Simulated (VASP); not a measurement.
CuO:

```
CELL_PARAMETERS angstrom
0.00000 -2.11656 -2.11656
-2.11656 0.00000 -2.11656
2.11656 2.11656 -4.23312
ATOMIC_POSITIONS crystal
Cu 0.50389 0.47699 0.48801
Cu 0.00389 0.97699 0.98801
O 0.74611 0.77301 0.76199
O 0.24611 0.27301 0.26199
```

* Program: VASP 6.6.1
* Task: relaxation of cell and atoms
* Functional: PBEsol
* Potentials or basis: VASP PAW PBE potentials, release 64 (Cu, O)
* Cutoff: 600 eV
* k mesh: 8 × 8 × 5
* Occupations: fermi-dirac, width 0.05 eV
* Spin: no spin polarisation

At the start: pressure -3.2 GPa; volume 9.48 Å³/atom.

Problem. Where does the relaxation end?

Solution. Over 12 steps the energy falls by 66.9 meV/atom and the volume is 9.10 Å³/atom (-4.0 %); space group Cm (No. 8, to 0.1 Å) before, Fm-3m (No. 225, to 0.1 Å).

Step by step:
```tsv
step	energy change (eV)	largest force (eV/Å)	pressure (GPa)	volume (Å³)
1	0.0000	1.1822	-3.22	37.93
2	-0.2173	0.5107	-1.58	36.89
3	-0.2557	0.1754	1.69	36.21
4	-0.2557	0.1861	1.51	36.24
5	-0.2621	0.0142	-1.38	36.71
6	-0.2622	0.0316	-0.96	36.65
7	-0.2646	0.0304	0.17	36.44
8	-0.2648	0.0426	0.39	36.40
9	-0.2663	0.0339	-0.03	36.44
10	-0.2672	0.0211	-0.48	36.50
11	-0.2672	0.0053	0.76	36.31
12	-0.2674	0.0084	0.02	36.41
```

Final structure:
```yaml
crystal:
  lattice:
    - [-0.00019, -2.08828, -2.08862]
    - [-2.09308, 0.00444, -2.09304]
    - [2.07247, 2.08149, -4.17048]
  atoms:
    - { symbol: Cu, position: [0.49979, 0.50008, 0.50009] }
    - { symbol: Cu, position: [0.99979, 0.00008, 0.00009] }
    - { symbol: O, position: [0.75021, 0.74992, 0.74991] }
    - { symbol: O, position: [0.25021, 0.24992, 0.24991] }
```

Caveat: the PAW data sets were made with another functional, which shifts forces and pressure a little.
